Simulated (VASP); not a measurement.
# Al (I4/mmm) in VASP: further runs

The runs below take Al through single point, with PBEsol+D3(BJ).

Everything below comes from runs of VASP 6.6.1. Logs are shortened: lines on timing, memory, paths and dates and some standing lists are left out, and cuts for length are marked.

## (1) The cell of the first run

The structure is tetragonal, space group I4/mmm (No. 139). The conventional cell has a = 2.905 Å, b = 2.905 Å, c = 4.169 Å, α = 90.00°, β = 90.00°, γ = 90.00°. Al (site symmetry 4/mmm) has 12 Al at 2.91 to 2.93 Å within 3.8 Å.

## (2) Single point, PBEsol+D3(BJ) (strain +0.015 along x and y, +0.030 along z)

INCAR reads:

```
SYSTEM = Al
ALGO = Fast ; EDIFF = 1E-7
ENCUT = 520 ; GGA = PS
ISIF = 2 ; ISMEAR = 0
IVDW = 12 ; LASPH = .True.
LCHARG = .False. ; LREAL = .False.
LWAVE = .False. ; NBANDS = 8
NELM = 80 ; PREC = Accurate
SIGMA = 0.15
```

KPOINTS reads:

```
k-points
0
Gamma
  20 20 20
  0 0 0
```

POSCAR reads:

```
Al
1.0
    0.0000000000      2.0543397000      2.0846994000
    2.0543397000      0.0000000000      2.0846994000
    2.0543397000      2.0543397000      0.0000000000
Al
1
Direct
    0.0000000000      0.0000000000      0.0000000000
```

Potentials or basis: VASP PAW PBE potentials, release 64 (Al).

On the command line:

```
cat potpaw_PBE.64/Al/POTCAR > POTCAR
mpirun -np 1 vasp_std > vasp.out
```

OUTCAR:

```text
SYSTEM = Al
   EDIFF = 1E-7
   ENCUT = 520
   GGA = PS
   ISIF = 2
   ISMEAR = 0
   IVDW = 12
   LASPH = .True.
   LREAL = .False.
   NELM = 80
   PREC = Accurate
 IVDW          = 12

 ion  position               nearest neighbor table
   1  0.000  0.000  0.000-

  LATTYP: Found a body centered tetragonal cell.
 ALAT       =     2.9052750655
 C/A-ratio  =     1.4351132702

  Lattice vectors:

 A1 = (  -2.0543397000,   0.0000000000,   2.0846994000)
 A2 = (   2.0543397000,   0.0000000000,   2.0846994000)
 A3 = (   0.0000000000,   2.0543397000,  -2.0846994000)

Analysis of symmetry for initial positions (statically):
=====================================================================
 Subroutine PRICEL returns:
 Original cell was already a primitive cell.

 Routine SETGRP: Setting up the symmetry group for a
 body centered tetragonal supercell.

 Subroutine GETGRP returns: Found 16 space group operations
 (whereof 16 operations were pure point group operations)
 out of a pool of 16 trial point group operations.

The static configuration has the point symmetry D_4h.

Analysis of symmetry for dynamics (positions and initial velocities):
=====================================================================
 Subroutine PRICEL returns:
 Original cell was already a primitive cell.

 Routine SETGRP: Setting up the symmetry group for a
 body centered tetragonal supercell.

 Subroutine GETGRP returns: Found 16 space group operations
 (whereof 16 operations were pure point group operations)
 out of a pool of 16 trial point group operations.

The dynamic configuration has the point symmetry D_4h.

 Subroutine INISYM returns: Found 16 space group operations
 (whereof 16 operations are pure point group operations),
 and found     1 'primitive' translations

----------------------------------------------------------------------------------------

                                     Primitive cell

  volume of cell :      17.5962

  direct lattice vectors                    reciprocal lattice vectors
     0.000000000  2.054339700  2.084699400    -0.243387206  0.243387206  0.239842732
     2.054339700  0.000000000  2.084699400     0.243387206 -0.243387206  0.239842732
     2.054339700  2.054339700  0.000000000     0.243387206  0.243387206 -0.239842732

  length of vectors
     2.926821346  2.926821346  2.905275065     0.419522586  0.419522586  0.419522586

  position of ions in fractional coordinates (direct lattice)
     0.000000000  0.000000000  0.000000000

  ion indices of the primitive-cell ions
   primitive index   ion index
                 1           1

----------------------------------------------------------------------------------------

 KPOINTS: k-points

Automatic generation of k-mesh.
 Grid dimensions read from file:
 generate k-points for:   20   20   20

 Generating k-lattice:

  Cartesian coordinates                     Fractional coordinates (reciprocal lattice)
    -0.012169360  0.012169360  0.011992137     0.050000000  0.000000000  0.000000000
     0.012169360 -0.012169360  0.011992137     0.000000000  0.050000000  0.000000000
     0.012169360  0.012169360 -0.011992137     0.000000000  0.000000000  0.050000000

  Length of vectors
     0.020976129  0.020976129  0.020976129

  Shift w.r.t. Gamma in fractional coordinates (k-lattice)
     0.000000000  0.000000000  0.000000000

 Subroutine IBZKPT returns following result:
 ===========================================

 Found    641 irreducible k-points:

 Following reciprocal coordinates:
            Coordinates               Weight
  0.000000  0.000000  0.000000      1.000000
  0.050000  0.000000  0.000000      8.000000
  0.100000  0.000000  0.000000      8.000000
  0.150000 -0.000000  0.000000      8.000000
  0.200000  0.000000  0.000000      8.000000
  0.250000  0.000000  0.000000      8.000000
[... 16 lines left out ...]
 -0.400000  0.050000  0.000000      8.000000
 -0.350000  0.050000  0.000000      8.000000
 [... further k-points ...]
   k-points           NKPTS =    641   k-points in BZ     NKDIM =    641   number of bands    NBANDS=      8
   number of dos      NEDOS =    301   number of ions     NIONS =      1
   total plane-waves  NPLWV =  13824
   dimension x,y,z NGX =    24 NGY =   24 NGZ =   24
   dimension x,y,z NGXF=    48 NGYF=   48 NGZF=   48
   ions per type =               1
   NGX,Y,Z   is equivalent  to a cutoff of  13.63, 13.63, 13.73 a.u.
   NGXF,Y,Z  is equivalent  to a cutoff of  27.26, 27.26, 27.47 a.u.
 SYSTEM =  Al
   PREC   = accura    normal or accurate (medium, high low for compatibility)
   ISTART =      0    job   : 0-new  1-cont  2-samecut
   ICHARG =      2    charge: 1-file 2-atom 10-const
   ISPIN  =      1    spin polarized calculation?
   LNONCOLLINEAR =      F non collinear calculations
   LSORBIT =      F    spin-orbit coupling
   LASPH  =      T    aspherical Exc in radial PAW
   ENCUT  =  520.0 eV  38.22 Ry    6.18 a.u.   5.44  5.44  5.40*2*pi/ulx,y,z
   NELM   =     80;   NELMIN=  2; NELMDL= -5     # of ELM steps
   EDIFF  = 0.1E-06   stopping-criterion for ELM
   LREAL  =      F    real-space projection
   EDIFFG = 0.1E-05   stopping-criterion for IOM
   NSW    =      0    number of steps for IOM
   IBRION =     -1    ionic relax: 0-MD 1-quasi-New 2-CG
   NFREE  =      0    steps in history (QN), initial steepest desc. (CG)
   ISIF   =      2    stress and relaxation
   ISYM   =      2    0-nonsym 1-usesym 2-fastsym
   POTIM  = 0.5000    time-step for ionic-motion
   TEBEG  =    0.0;   TEEND  =   0.0 temperature during run
   PSTRESS=    0.0 pullay stress
   NELECT =       3.0000    total number of electrons
   NUPDOWN=      -1.0000    fix difference up-down
   EMIN   =  10.00;   EMAX   =-10.00  energy-range for DOS
   EFERMI =   0.00;   METHOD = LEGACY
   ISMEAR =     0;   SIGMA  =   0.15  broadening in eV -4-tet -1-fermi 0-gaus
   EFERMI_NEDOS =   21; number of points for ismear=-14 and -15
   IALGO  =     68    algorithm
   IMIX   =      4    mixing-type and parameters
     AMIX     =   0.40;   BMIX     =  1.00
     AMIX_MAG =   1.60;   BMIX_MAG =  1.00
  volume/ion in A,a.u.               =      17.60       118.74
  Fermi-wavevector in a.u.,A,eV,Ry     =   0.907770  1.715437 11.211837  0.824047
  Thomas-Fermi vector in A             =   2.031617
   LORBIT       =      0    0 simple, 1 ext, 2 COOP (PROOUT), +10 PAW based schemes
   GGA     = PS    functional components
   LHFCALC =     F    Hartree Fock is set to
   AEXX    =    0.0000 exact exchange contribution
   IVDW    =    12    specifies the selected vdW correction
   LEPSILON=     F    determine dielectric tensor
   LRPA    =     F    only Hartree local field effects (RPA)
 non-spin polarized calculation
 RMM-DIIS sequential band-by-band and
 Gauss-broadening in eV      SIGMA  =   0.15
  energy-cutoff  :      520.00
  volume of cell :       17.60
 maximum number of plane-waves:       497
 NGX is ok and might be reduce to    24
   NGX = 11   NGY = 11   NGZ = 11

 number of electron       3.0000000 magnetization

 Free energy of the ion-electron system (eV)
  ---------------------------------------------------
  ext. energy  EPLUGINS =         0.00000000
  ---------------------------------------------------
  free energy    TOTEN  =        -4.06723779 eV

  energy without entropy =       -4.06231054  energy(sigma->0) =       -4.06477416

 E-fermi :   7.3284     XC(G=0): -10.0250

 val. band max:        7.3269941981   @ k =  -0.4500   0.3500   0.0000
 cond. band min:       7.3401653403   @ k =  -0.2000   0.4000   0.3500
 fundamental gap:      0.0131711422
 Fermi energy:         7.3284379531

 k-point     1 :       0.0000    0.0000    0.0000
  band No.  band energies     occupation
      1      -3.3971      2.00000
      2      19.4437      0.00000
      3      19.5970      0.00000
      4      19.5970      0.00000
      5      20.5508      0.00000
      6      20.5508      0.00000
      7      20.5901      0.00000
      8      23.3216      0.00000

 k-point     2 :       0.0500    0.0000    0.0000
  band No.  band energies     occupation
      1      -3.3320      2.00000
      2      18.1907      0.00000
      3      19.1724      0.00000
      4      19.2669      0.00000
      5      20.9814      0.00000
      6      20.9954      0.00000
      7      21.2071      0.00000
      8      23.9872      0.00000

 k-point     3 :       0.1000    0.0000    0.0000
  band No.  band energies     occupation
      1      -3.1369      2.00000
      2      16.2720      0.00000
      3      18.6665      0.00000
      4      18.7785      0.00000
      5      21.3856      0.00000
      6      21.7546      0.00000
      7      21.7631      0.00000
      8      24.5049      0.00000

 k-point     4 :       0.1500   -0.0000    0.0000
  band No.  band energies     occupation
      1      -2.8121      2.00000
      2      14.3241      0.00000
      3      18.2210      0.00000
      4      18.3576      0.00000
      5      21.2961      0.00000
      6      22.3831      0.00000
      7      22.5119      0.00000
      8      23.8653      0.00000

 k-point     5 :       0.2000    0.0000    0.0000
  band No.  band energies     occupation
      1      -2.3587      2.00000
      2      12.4245      0.00000
      3      17.8710      0.00000
      4      18.0349      0.00000
      5      21.1567      0.00000
      6      22.0032      0.00000
      7      22.4437      0.00000
      8      24.3311      0.00000
[... 177 lines left out ...]
 k-point    22 :      -0.4500    0.0500    0.0000
  band No.  band energies     occupation
      1       2.2427      2.00000
      2       3.8772      2.00000
      3      16.3479      0.00000
      4      17.7044      0.00000
      5      18.8998      0.00000
      6      19.2418      0.00000
      7      22.1230      0.00000
      8      22.7957      0.00000

 k-point    23 :      -0.4000    0.0500    0.0000
  band No.  band energies     occupation
      1       1.1283      2.00000
      2       5.2572      2.00000
      3      16.1228      0.00000
      4      18.1851      0.00000
      5      19.0178      0.00000
      6      19.4102      0.00000
      7      21.8545      0.00000
      8      23.2792      0.00000

 k-point    24 :      -0.3500    0.0500    0.0000
  band No.  band energies     occupation
      1       0.1331      2.00000
      2       6.7474      2.00000
      3      16.0101      0.00000
      4      18.5914      0.00000
      5      19.0866      0.00000
      6      20.0262      0.00000
      7      21.6597      0.00000
      8      23.8929      0.00000

 [... further k-points ...]

------------------------ aborting loop because EDIFF is reached ----------------------------------------

 Edisp (eV)   -0.29722

 E8    (eV) :    -0.2001

  FORCE on cell =-STRESS in cart. coord.  units (eV):
  Direction    XX          YY          ZZ          XY          YZ          ZX
  --------------------------------------------------------------------------------------
  -------------------------------------------------------------------------------------
  Total      -0.90073    -0.90073    -0.96017     0.00000     0.00000    -0.00000
  in kB     -82.01378   -82.01378   -87.42591     0.00000     0.00000    -0.00000
  external pressure =      -83.82 kB  Pullay stress =        0.00 kB

 VOLUME and BASIS-vectors are now :
 -----------------------------------------------------------------------------
  energy-cutoff  :      520.00
  volume of cell :       17.60
      direct lattice vectors                 reciprocal lattice vectors
     0.000000000  2.054339700  2.084699400    -0.243387206  0.243387206  0.239842732
     2.054339700  0.000000000  2.084699400     0.243387206 -0.243387206  0.239842732
     2.054339700  2.054339700  0.000000000     0.243387206  0.243387206 -0.239842732

 POSITION                                       TOTAL-FORCE (eV/Angst)
 -----------------------------------------------------------------------------------
      0.00000      0.00000      0.00000        -0.000000      0.000000      0.000000
 -----------------------------------------------------------------------------------
    total drift:                                0.000000     -0.000000     -0.000000

  FREE ENERGIE OF THE ION-ELECTRON SYSTEM (eV)
  ---------------------------------------------------
  free  energy   TOTEN  =        -4.3644534118 eV

  energy  without entropy=       -4.3595261578  energy(sigma->0) =       -4.36198978
```

Run time: 27 s. Hardware: 1 thread of Intel Xeon 6975P-C (Granite Rapids), shared host; peak memory 0.2 GiB.

What came out:

- Free energy: -4.3645 eV
- Pressure: -8.4 GPa
- Dispersion energy per atom: -0.297 eV

Stress tensor (GPa, compression positive):
```
-8.20  0.00  0.00
 0.00 -8.20  0.00
 0.00  0.00 -8.74
```

Caveat: the cell differs from its parent crystal (strain +0.015 along x and y, +0.030 along z); the PAW data sets were made with another functional, which shifts forces and pressure a little; pairwise dispersion overbinds metals, which lowers pressure and volume.

## (3) Single point, PBEsol+D3(BJ) (strain +0.030 along x and y, +0.015 along z)

INCAR reads:

```
SYSTEM = Al
PREC = Accurate
ENCUT = 520
EDIFF = 1E-7
ISMEAR = 0
SIGMA = 0.15
LREAL = .False.
LASPH = .True.
NELM = 80
ALGO = Normal
ISIF = 2
LWAVE = .False.
LCHARG = .False.
GGA = PS
IVDW = 12
NBANDS = 8
```

KPOINTS reads:

```
regular mesh
0
Gamma
  20 20 20
  0 0 0
```

POSCAR reads:

```
Al
1.0
    0.0000000000      2.0846994000      2.0543397000
    2.0846994000      0.0000000000      2.0543397000
    2.0846994000      2.0846994000      0.0000000000
Al
1
Direct
    0.0000000000      0.0000000000      0.0000000000
```

Potentials or basis: VASP PAW PBE potentials, release 64 (Al).

On the command line:

```
cat potpaw_PBE.64/Al/POTCAR > POTCAR
mpirun -np 1 vasp_std > vasp.out
```

Run time: 22 s. Hardware: 1 thread of Intel Xeon 6975P-C (Granite Rapids), shared host; peak memory 0.2 GiB.

The run converged. Its results:

| Property | Result |
| --- | --- |
| Free energy | -4.3505 eV |
| Pressure | -9.1 GPa |
| Dispersion energy per atom | -0.293 eV |

Levels at points of the mesh, in eV from the Fermi level:
```
           k point  band 1  band 2  band 3  band 4  band 5
(0.00, 0.00, 0.00)  -10.62   12.10   12.10   12.24   13.03
(0.50, 0.00, 0.00)   -4.31   -4.30   10.39   10.71   10.90
(0.50, 0.50, 0.00)   -2.62   -1.44    5.04    5.04    5.10
(0.50, 0.00, 0.50)   -2.82   -1.73    5.24    5.26    5.34
```

Caveat: the cell differs from its parent crystal (strain +0.030 along x and y, +0.015 along z); the PAW data sets were made with another functional, which shifts forces and pressure a little; pairwise dispersion overbinds metals, which lowers pressure and volume.
